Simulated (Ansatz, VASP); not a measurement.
Ba3Lu: VASP beside Ansatz

Contents of INCAR:

```
ALGO = Normal
EDIFF = 1E-6
ENCUT = 600
GGA = PE
GGA_COMPAT = False
ISIF = 2
ISMEAR = 0
LASPH = True
LCHARG = False
LREAL = False
LWAVE = False
NBANDS = 36
NELM = 120
PREC = Accurate
SIGMA = 0.1
```

Contents of KPOINTS:

```
k-points
0
Gamma
  8 8 8
```

Contents of POSCAR:

```
Ba3Lu
1.0
    5.8713131900      0.0000000000      0.0000000000
    0.0000000000      5.8713131900      0.0000000000
    0.0000000000      0.0000000000      5.8713131900
Ba Lu
3 1
Direct
    0.0000000000      0.5000000000      0.5000000000
    0.5000000000      0.0000000000      0.5000000000
    0.5000000000      0.5000000000      0.0000000000
    0.0000000000      0.0000000000      0.0000000000
```

Input for Ansatz:

```yaml
crystal:
  lattice:
    - [5.87131319, 0.0, 0.0]
    - [0.0, 5.87131319, 0.0]
    - [0.0, 0.0, 5.87131319]
  atoms:
    - { symbol: Ba, position: [0.0, 0.5, 0.5] }
    - { symbol: Ba, position: [0.5, 0.0, 0.5] }
    - { symbol: Ba, position: [0.5, 0.5, 0.0] }
    - { symbol: Lu, position: [0.0, 0.0, 0.0] }
basis:
  ecutwfc: 420
kpoints:
  mp_grid: { grid: [8, 8, 8] }
  band_path:
    path:
      - [[0.0, 0.0, 0.0], [0.0, 0.5, 0.0], [0.5, 0.5, 0.0], [0.0, 0.0, 0.0], [0.5, 0.5, 0.5], [0.0, 0.5, 0.0]]
      - [[0.5, 0.5, 0.5], [0.5, 0.5, 0.0]]
    npoints: 14
hamiltonian:
  xc: pbe
scf:
  occupations: { method: gaussian, width: 0.1 }
  n_extra_bands: 10
output:
  forces: true
  stress: true
  eigenvalues: true
  populations: true
  dos: { projected: true, de: 0.02, nscf_kmesh: { grid: [10, 10, 10] } }
  bader: true
  write_density: true
  write_potential: true
  elf: true
  volumetric_format: npy
```

Alike in both runs: task single point; functional PBE; k mesh 8 × 8 × 8; occupations gaussian, width 0.1 eV; no spin polarisation.

|  | VASP | Ansatz |
| --- | --- | --- |
| version | VASP 6.6.1 | Ansatz 0.2.0 |
| potentials or method | VASP PAW PBE potentials, release 64 (Ba_sv, Lu), cutoff 600 eV | scalar-relativistic, plane waves, PAW |
| valence electrons in the cell | 55 | 55 |

```csv
,VASP,Ansatz,Ansatz less VASP
gap on the k mesh at the Fermi level (eV),none,none,-
pressure (GPa),0.1,0.0,-0.12
```

A gap of «none» marks a metal or a gap that the smearing closes. The functional is the same, so the differences come from potentials, cutoffs and numerics.

Spin-orbit coupling is off throughout.
